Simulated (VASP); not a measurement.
Set up this calculation in VASP 6.6.1, as the native input.

```yaml
Task: single point
Functional: PBEsol
Potentials_or_basis: VASP PAW PBE potentials, release 64 (W_sv, C)
Cutoff: 520 eV
k_mesh: 14 × 14 × 12
Occupations: fermi-dirac, width 0.08 eV
Spin: no spin polarisation
Dipole_correction: no
Further_INCAR_settings: ALGO = Normal; EDIFF = 1e-07; NBANDS = 16
```

The structure of WC lies in POSCAR:

```
WC
1.0
    2.8987859516      0.0000000000      0.0000000000
   -1.4493929758      2.5104222742      0.0000000000
    0.0000000000      0.0000000000      2.8274216361
W C
1 1
Direct
    0.0000000000      0.0000000000      0.0000000000
    0.6666666667      0.3333333333      0.5000000000
```

One way to write it, as run:

INCAR

```
  PREC = Accurate
  ENCUT = 520
  EDIFF = 1E-7
  ISMEAR = -1
  SIGMA = 0.08
  LREAL = F
  LASPH = T
  NELM = 60
  ALGO = Normal
  ISIF = 2
  LWAVE = F
  LCHARG = T
  GGA = PS
  LELF = T
  LVHAR = T
  NBANDS = 16
```

KPOINTS

```
Automatic mesh
0
Gamma
  14 14 12
```

Potentials or basis: VASP PAW PBE potentials, release 64 (W_sv, C).

Command:

```sh
$ cat potpaw_PBE.64/W_sv/POTCAR potpaw_PBE.64/C/POTCAR > POTCAR
$ mpirun -np 1 vasp_std > vasp.out
```

It gave:

```
Pressure               : 1.3 GPa
Band gap on the k mesh : zero (bands 9 and 10 overlap by 1.27 eV)
```

Caveat: the PAW data sets were made with another functional, which shifts forces and pressure a little; spin-orbit coupling is left out, which moves the levels of the heavy elements.

Run time: 97 s on 1 thread of AMD EPYC 7571, with other jobs on the host, peak memory 0.15 GiB.
